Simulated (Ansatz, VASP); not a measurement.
**Sb: VASP beside Ansatz**

```xyz
2
Lattice="3.1426 0.0000 0.0000 -1.5713 2.7216 0.0000 0.0000 0.0000 4.8875" Properties=species:S:1:pos:R:3 pbc="T T T"
Sb    0.0000    1.8144    1.2219
Sb    1.5713    0.9072    3.6656
```

Change from the starting cell: volume scaled by 0.8, LAPW.

Alike in both runs: task single point; functional PBEsol; k mesh 13 × 13 × 7; occupations fermi-dirac, width 0.1 eV; no spin polarisation.

|  | VASP | Ansatz |
| --- | --- | --- |
| version | VASP 6.6.1 | Ansatz 0.2.0 |
| potentials or method | VASP PAW PBE potentials, release 64 (Sb), cutoff 520 eV | all-electron LAPW, scalar-relativistic |

```csv
,VASP,Ansatz,Ansatz less VASP
pressure (GPa),25.6,25.2,-0.38
"traceless stress, the component that is largest in VASP (GPa)",-0.02,-0.08,-0.054
```

VASP's potentials were made for PBE, not for PBEsol. Ansatz ran all-electron here, and VASP with PAW potentials.

Neither program's run includes spin-orbit coupling.
